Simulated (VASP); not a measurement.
# Br (Cmce) in VASP: notebook

Br is run at these levels: PBE; tasks: single point.

Program: VASP 6.6.1. These are calculated values, not measurements. Logs are shortened: lines on timing, memory, paths and dates and some standing lists are left out, and cuts for length are marked.

**1. The cell of the first run**

The structure is orthorhombic, space group Cmce (No. 64). Conventional cell: a = 6.681 Å, b = 4.614 Å, c = 8.644 Å, α = 90.00°, β = 90.00°, γ = 90.00°. Br (site symmetry m) has 1 Br at 2.27 Å within 3.0 Å.

**2. Single point, PBE**

File INCAR:

```
SYSTEM = Br
  ALGO = Normal
  EDIFF = 1E-7
  ENCUT = 520
  GGA = PE
  ISIF = 2
  ISMEAR = -1
  LASPH = .True.
  LCHARG = .False.
  LREAL = .False.
  LWAVE = .False.
  NBANDS = 22
  NELM = 80
  PREC = Accurate
  SIGMA = 0.05
```

File KPOINTS:

```
k-points
0
Gamma
  7 7 3
  0 0 0
```

File POSCAR:

```
Br
1.0
    3.3406771722     -2.3069619464      0.0000000000
    3.3406771722      2.3069619464      0.0000000000
    0.0000000000      0.0000000000      8.6438935422
Br
4
Direct
    0.3651000000      0.6349000000      0.3901000000
    0.1349000000      0.8651000000      0.8901000000
    0.6349000000      0.3651000000      0.6099000000
    0.8651000000      0.1349000000      0.1099000000
```

Potentials or basis: VASP PAW PBE potentials, release 64 (Br).

The run is started by

```console
$ cat potpaw_PBE.64/Br/POTCAR > POTCAR
$ mpirun -np 1 vasp_std > vasp.out
```

OUTCAR:

```text
SYSTEM = Br
   EDIFF = 1E-7
   ENCUT = 520
   GGA = PE
   ISIF = 2
   ISMEAR = -1
   LASPH = .True.
   LREAL = .False.
   NELM = 80
   PREC = Accurate

 ion  position               nearest neighbor table
   1  0.365  0.635  0.390-   3 2.27
   2  0.135  0.865  0.890-   4 2.27
   3  0.635  0.365  0.610-   1 2.27
   4  0.865  0.135  0.110-   2 2.27

  LATTYP: Found a base centered orthorhombic cell.
 ALAT       =     4.6139238928
 B/A-ratio  =     1.4480850789
 C/A-ratio  =     1.8734365245

  Lattice vectors:

 A1 = (  -3.3406771722,  -2.3069619464,   0.0000000000)
 A2 = (   3.3406771722,  -2.3069619464,   0.0000000000)
 A3 = (   0.0000000000,   0.0000000000,   8.6438935422)

Analysis of symmetry for initial positions (statically):
=====================================================================
 Subroutine PRICEL returns:
 Original cell was already a primitive cell.

 Routine SETGRP: Setting up the symmetry group for a
 base centered orthorhombic supercell.

 Subroutine GETGRP returns: Found  8 space group operations
 (whereof  4 operations were pure point group operations)
 out of a pool of  8 trial point group operations.

The static configuration has the point symmetry C_2h.
 The point group associated with its full space group is D_2h.

Analysis of symmetry for dynamics (positions and initial velocities):
=====================================================================
 Subroutine PRICEL returns:
 Original cell was already a primitive cell.

 Routine SETGRP: Setting up the symmetry group for a
 base centered orthorhombic supercell.

 Subroutine GETGRP returns: Found  8 space group operations
 (whereof  4 operations were pure point group operations)
 out of a pool of  8 trial point group operations.

The dynamic configuration has the point symmetry C_2h.
 The point group associated with its full space group is D_2h.

 Subroutine INISYM returns: Found  8 space group operations
 (whereof  4 operations are pure point group operations),
 and found     1 'primitive' translations

----------------------------------------------------------------------------------------

                                     Primitive cell

  volume of cell :     133.2338

  direct lattice vectors                    reciprocal lattice vectors
     3.340677172 -2.306961946  0.000000000     0.149670254 -0.216735261  0.000000000
     3.340677172  2.306961946  0.000000000     0.149670254  0.216735261  0.000000000
     0.000000000  0.000000000  8.643893542     0.000000000  0.000000000  0.115688607

  length of vectors
     4.059827261  4.059827261  8.643893542     0.263392024  0.263392024  0.115688607

  position of ions in fractional coordinates (direct lattice)
     0.365100000  0.634900000  0.390100000
     0.134900000  0.865100000  0.890100000
     0.634900000  0.365100000  0.609900000
     0.865100000  0.134900000  0.109900000

  ion indices of the primitive-cell ions
   primitive index   ion index
                 1           1
                 2           2
                 3           3
                 4           4

----------------------------------------------------------------------------------------

 KPOINTS: k-points

Automatic generation of k-mesh.
 Grid dimensions read from file:
 generate k-points for:    7    7    3

 Generating k-lattice:

  Cartesian coordinates                     Fractional coordinates (reciprocal lattice)
     0.021381465 -0.030962180  0.000000000     0.142857143 -0.000000000  0.000000000
     0.021381465  0.030962180  0.000000000    -0.000000000  0.142857143  0.000000000
     0.000000000  0.000000000  0.038562869     0.000000000  0.000000000  0.333333333

  Length of vectors
     0.037627432  0.037627432  0.038562869

  Shift w.r.t. Gamma in fractional coordinates (k-lattice)
     0.000000000  0.000000000  0.000000000

 Subroutine IBZKPT returns following result:
 ===========================================

 Found     32 irreducible k-points:

 Following reciprocal coordinates:
            Coordinates               Weight
  0.000000  0.000000  0.000000      1.000000
  0.142857  0.000000  0.000000      4.000000
  0.285714  0.000000  0.000000      4.000000
  0.428571  0.000000  0.000000      4.000000
  0.142857  0.142857  0.000000      2.000000
  0.285714  0.142857  0.000000      4.000000
[... 16 lines left out ...]
  0.428571  0.142857  0.333333      8.000000
 -0.428571  0.142857  0.333333      8.000000
 [... further k-points ...]
   k-points           NKPTS =     32   k-points in BZ     NKDIM =     32   number of bands    NBANDS=     22
   number of dos      NEDOS =    301   number of ions     NIONS =      4
   total plane-waves  NPLWV =  57600
   dimension x,y,z NGX =    30 NGY =   30 NGZ =   64
   dimension x,y,z NGXF=    60 NGYF=   60 NGZF=  128
   ions per type =               4
   NGX,Y,Z   is equivalent  to a cutoff of  12.28, 12.28, 12.31 a.u.
   NGXF,Y,Z  is equivalent  to a cutoff of  24.57, 24.57, 24.62 a.u.
 SYSTEM =  Br
   PREC   = accura    normal or accurate (medium, high low for compatibility)
   ISTART =      0    job   : 0-new  1-cont  2-samecut
   ICHARG =      2    charge: 1-file 2-atom 10-const
   ISPIN  =      1    spin polarized calculation?
   LNONCOLLINEAR =      F non collinear calculations
   LSORBIT =      F    spin-orbit coupling
   LASPH  =      T    aspherical Exc in radial PAW
   ENCUT  =  520.0 eV  38.22 Ry    6.18 a.u.   7.55  7.55 16.07*2*pi/ulx,y,z
   NELM   =     80;   NELMIN=  2; NELMDL= -5     # of ELM steps
   EDIFF  = 0.1E-06   stopping-criterion for ELM
   LREAL  =      F    real-space projection
   EDIFFG = 0.1E-05   stopping-criterion for IOM
   NSW    =      0    number of steps for IOM
   IBRION =     -1    ionic relax: 0-MD 1-quasi-New 2-CG
   NFREE  =      0    steps in history (QN), initial steepest desc. (CG)
   ISIF   =      2    stress and relaxation
   ISYM   =      2    0-nonsym 1-usesym 2-fastsym
   POTIM  = 0.5000    time-step for ionic-motion
   TEBEG  =    0.0;   TEEND  =   0.0 temperature during run
   PSTRESS=    0.0 pullay stress
   NELECT =      28.0000    total number of electrons
   NUPDOWN=      -1.0000    fix difference up-down
   EMIN   =  10.00;   EMAX   =-10.00  energy-range for DOS
   EFERMI =   0.00;   METHOD = LEGACY
   ISMEAR =    -1;   SIGMA  =   0.05  broadening in eV -4-tet -1-fermi 0-gaus
   EFERMI_NEDOS =   21; number of points for ismear=-14 and -15
   IALGO  =     38    algorithm
   IMIX   =      4    mixing-type and parameters
     AMIX     =   0.40;   BMIX     =  1.00
     AMIX_MAG =   1.60;   BMIX_MAG =  1.00
  volume/ion in A,a.u.               =      33.31       224.78
  Fermi-wavevector in a.u.,A,eV,Ry     =   0.973321  1.839310 12.889529  0.947354
  Thomas-Fermi vector in A             =   2.103691
   LORBIT       =      0    0 simple, 1 ext, 2 COOP (PROOUT), +10 PAW based schemes
   GGA     = PE    functional components
   LHFCALC =     F    Hartree Fock is set to
   AEXX    =    0.0000 exact exchange contribution
   IVDW    =     0    specifies the selected vdW correction
   LEPSILON=     F    determine dielectric tensor
   LRPA    =     F    only Hartree local field effects (RPA)
 non-spin polarized calculation
  energy-cutoff  :      520.00
  volume of cell :      133.23
 maximum number of plane-waves:      3621
 NGX is ok and might be reduce to    30
   NGX = 15   NGY = 15   NGZ = 33

 number of electron      27.9999991 magnetization

 Free energy of the ion-electron system (eV)
  ---------------------------------------------------
  ext. energy  EPLUGINS =         0.00000000
  ---------------------------------------------------
  free energy    TOTEN  =        -6.33526655 eV

  energy without entropy =       -6.33526655  energy(sigma->0) =       -6.33526655

 E-fermi :   0.8173     XC(G=0):  -7.9452

 val. band max:       -0.1961489119   @ k =  -0.4286   0.4286   0.0000
 cond. band min:       1.7729693694   @ k =   0.0000   0.0000   0.0000
 fundamental gap:      1.9691182813
 Fermi energy:         0.8172662193

 k-point     1 :       0.0000    0.0000    0.0000
  band No.  band energies     occupation
      1     -16.2227      2.00000
      2     -15.8964      2.00000
      3     -13.3072      2.00000
      4     -12.5985      2.00000
      5      -5.1906      2.00000
      6      -4.1444      2.00000
[... 14 lines left out ...]
     21       8.9203      0.00000
     22       9.0967      0.00000

 k-point     2 :       0.1429    0.0000    0.0000
  band No.  band energies     occupation
      1     -16.1792      2.00000
      2     -15.8820      2.00000
      3     -13.2731      2.00000
      4     -12.6377      2.00000
      5      -5.1918      2.00000
      6      -4.2382      2.00000
[... 14 lines left out ...]
     21       8.7201      0.00000
     22       9.1566      0.00000

 k-point     3 :       0.2857    0.0000    0.0000
  band No.  band energies     occupation
      1     -16.0691      2.00000
      2     -15.8581      2.00000
      3     -13.1799      2.00000
      4     -12.7458      2.00000
      5      -5.1909      2.00000
      6      -4.5243      2.00000
[... 14 lines left out ...]
     21       8.9708      0.00000
     22       9.6842      0.00000

 k-point     4 :       0.4286    0.0000    0.0000
  band No.  band energies     occupation
      1     -15.9464      2.00000
      2     -15.8694      2.00000
      3     -13.0472      2.00000
      4     -12.8941      2.00000
      5      -5.1224      2.00000
      6      -4.8870      2.00000
[... 14 lines left out ...]
     21       9.4185      0.00000
     22      10.6417      0.00000

 k-point     5 :       0.1429    0.1429    0.0000
  band No.  band energies     occupation
      1     -16.1792      2.00000
      2     -15.8661      2.00000
      3     -13.2721      2.00000
      4     -12.6002      2.00000
      5      -5.1584      2.00000
      6      -4.1939      2.00000
[... 417 lines left out ...]
 k-point    22 :       0.2857    0.1429    0.3333
  band No.  band energies     occupation
      1     -16.0445      2.00000
      2     -15.9096      2.00000
      3     -13.0663      2.00000
      4     -12.7836      2.00000
      5      -4.9725      2.00000
      6      -4.5775      2.00000
[... 14 lines left out ...]
     21       8.9890      0.00000
     22       9.2159      0.00000

 k-point    23 :       0.4286    0.1429    0.3333
  band No.  band energies     occupation
      1     -15.9557      2.00000
      2     -15.8686      2.00000
      3     -13.0267      2.00000
      4     -12.8526      2.00000
      5      -4.9789      2.00000
      6      -4.7030      2.00000
[... 14 lines left out ...]
     21       8.7885      0.00000
     22       9.3132      0.00000

 k-point    24 :      -0.4286    0.1429    0.3333
  band No.  band energies     occupation
      1     -15.8976      2.00000
      2     -15.8791      2.00000
      3     -12.9803      2.00000
      4     -12.9464      2.00000
      5      -4.9037      2.00000
      6      -4.8554      2.00000
[... 14 lines left out ...]
     21       9.4901      0.00000
     22       9.6983      0.00000

 [... further k-points ...]
[... 5 lines left out ...]
  --------------------------------------------------------------------------------------
  -------------------------------------------------------------------------------------
  Total        1.1348335      1.5920408      3.5613643      0.0000000      0.0000000      0.0000000
  in kB       13.6467230     19.1447823     42.8265056      0.0000000      0.0000000      0.0000000
  external PRESSURE =      25.2060036 kB  Pullay stress =       0.0000000 kB

 VOLUME and BASIS-vectors are now :
 -----------------------------------------------------------------------------
  energy-cutoff  :      520.00
  volume of cell :      133.23
      direct lattice vectors                 reciprocal lattice vectors
     3.340677172 -2.306961946  0.000000000     0.149670254 -0.216735261  0.000000000
     3.340677172  2.306961946  0.000000000     0.149670254  0.216735261  0.000000000
     0.000000000  0.000000000  8.643893542     0.000000000  0.000000000  0.115688607

 POSITION                                       TOTAL-FORCE (eV/Angst)
 -----------------------------------------------------------------------------------
      3.34068      0.62242      3.37198         0.000000      0.563516     -0.971779
      3.34068      1.68454      7.69393         0.000000     -0.563516     -0.971779
      3.34068     -0.62242      5.27191         0.000000     -0.563516      0.971779
      3.34068     -1.68454      0.94996         0.000000      0.563516      0.971779
 -----------------------------------------------------------------------------------
    total drift:                               -0.000000      0.000000      0.000000

  FREE ENERGIE OF THE ION-ELECTRON SYSTEM (eV)
  ---------------------------------------------------
  free  energy   TOTEN  =        -6.3352665494 eV

  energy  without entropy=       -6.3352665475  energy(sigma->0) =       -6.33526655
```

Wall time 31 s (1 thread of Intel Xeon 6975P-C (Granite Rapids), shared host); peak memory 0.25 GiB.

Results:

```yaml
Free_energy: -6.3353 eV
Pressure: 2.5 GPa
Largest_force: 1.123 eV/Å
Band_gap_on_the_k_mesh: 1.97 eV, indirect (least direct gap 1.99 eV)
```

Forces on the atoms (eV/Å):
```
Br   0.000  0.564 -0.972
Br   0.000 -0.564 -0.972
Br   0.000 -0.564  0.972
Br   0.000  0.564  0.972
```

Caveat: forces of over 1 eV/Å act on the atoms, so gaps and moduli don't describe the material at rest. A k mesh can miss the band edges.

[end of part 1 of 2]
